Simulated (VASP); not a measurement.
I, 2 atoms in the cell. Symmetry: Cmcm, No. 63, orthorhombic system. The conventional cell has a = 5.025 Å, b = 8.510 Å, c = 8.677 Å, α = 90.00°, β = 90.00°, γ = 90.00°. 

* Program: VASP 6.6.1
* Task: single point
* Functional: LDA
* Potentials or basis: VASP PAW LDA potentials, release 64 (I)
* Cutoff: 520 eV
* k mesh: 5 × 5 × 3
* Occupations: fermi-dirac, width 0.15 eV
* Spin: no spin polarisation
* Dipole correction: no
* Further INCAR settings: ALGO = Normal; EDIFF = 1e-06; NBANDS = 14

Potentials or basis: VASP PAW LDA potentials, release 64 (I).

Command:

```sh
$ cat potpaw_LDA.64/I/POTCAR > POTCAR
$ mpirun -np 1 vasp_std > vasp.out
```

Hardware: 1 thread of AMD EPYC 7571, on a shared host.

**Question.** How long does it take, and how much memory?

**Answer.** It took 2.4 min on 1 thread of AMD EPYC 7571, on a shared host, peak memory 0.22 GiB. Counts: scf iterations 12, k points 18.
